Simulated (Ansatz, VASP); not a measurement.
**BN in VASP and in Ansatz**

The input POSCAR:

```
BN
1.0
    2.4982400000      0.0000000000      0.0000000000
   -1.2491200000      2.1635393048      0.0000000000
    0.0000000000      0.0000000000      6.6357000000
N B
2 2
Direct
    0.6666666667      0.3333333333      0.2500000000
    0.3333333333      0.6666666667      0.7500000000
    0.6666666667      0.3333333333      0.7500000000
    0.3333333333      0.6666666667      0.2500000000
```

Contents of INCAR.step1:

```
SYSTEM = BN
  ALGO = Normal
  EDIFF = 1E-5
  ENCUT = 520
  GGA = PE
  ISIF = 2
  ISMEAR = -1
  LASPH = .TRUE.
  LCHARG = .FALSE.
  LREAL = .FALSE.
  LWAVE = .TRUE.
  NBANDS = 16
  NELM = 100
  PREC = Accurate
  SIGMA = 0.05
```

File INCAR.step2:

```
SYSTEM = BN
  AEXX = 0.25
  ALGO = Normal
  EDIFF = 1E-6
  ENCUT = 520
  ISIF = 2
  ISMEAR = -1
  ISTART = 1
  LASPH = .TRUE.
  LCHARG = .FALSE.
  LHFCALC = .TRUE.
  LMIXTAU = .TRUE.
  LREAL = .FALSE.
  LWAVE = .FALSE.
  METAGGA = R2SCAN
  NBANDS = 16
  NELM = 100
  PREC = Accurate
  PRECFOCK = Normal
  SIGMA = 0.05
```

File KPOINTS:

```
k-points
0
G
  7 7 3
  0 0 0
```

input.yaml

```yaml
crystal:
  lattice:
    - [2.49824, 0.0, 0.0]
    - [-1.24912, 2.1635393048, 0.0]
    - [0.0, 0.0, 6.6357]
  atoms:
    - { symbol: "N", position: [0.6666666667, 0.3333333333, 0.25] }
    - { symbol: "N", position: [0.3333333333, 0.6666666667, 0.75] }
    - { symbol: B, position: [0.6666666667, 0.3333333333, 0.75] }
    - { symbol: B, position: [0.3333333333, 0.6666666667, 0.25] }
hamiltonian:
  xc: { exchange: r2scan, correlation: r2scan, exx: { coeff: 0.25 } }
  pseudopotentials: { kind: paw }
kpoints:
  mp_grid: { grid: [7, 7, 3] }
scf:
  occupations: { method: fermi_dirac, width: 0.05 }
output:
  forces: true
  stress: true
  eigenvalues: true
```

Alike in both runs: task single point; functional r2SCAN-based global hybrid with a share of 0.25 of exact exchange; k mesh 7 × 7 × 3; occupations fermi-dirac, width 0.05 eV; no spin polarisation.

|  | VASP | Ansatz |
| --- | --- | --- |
| version | VASP 6.6.1 | Ansatz 0.2.0 |
| potentials or method | VASP PAW PBE potentials, release 64 (N, B) | Ansatz PAW |
| plane-wave cutoff (eV) | 520 | 500 |
| valence electrons in the cell | 16 | 16 |

```tsv
	VASP	Ansatz	Ansatz less VASP
gap on the k mesh at the Fermi level (eV)	7.02	6.98	-0.042
least direct gap on the mesh (eV)	7.26	7.22	-0.040
pressure (GPa)	-1.8	-2.3	-0.41
traceless stress, the component that is largest in VASP (GPa)	2.42	3.18	+0.756
```

VASP's potentials were made for PBE, not for r2SCAN-based global hybrid.

Noted on Ansatz's run: odd divisions of the mesh miss points on the zone boundary, where band edges often lie, so the gap on the mesh can be too wide.
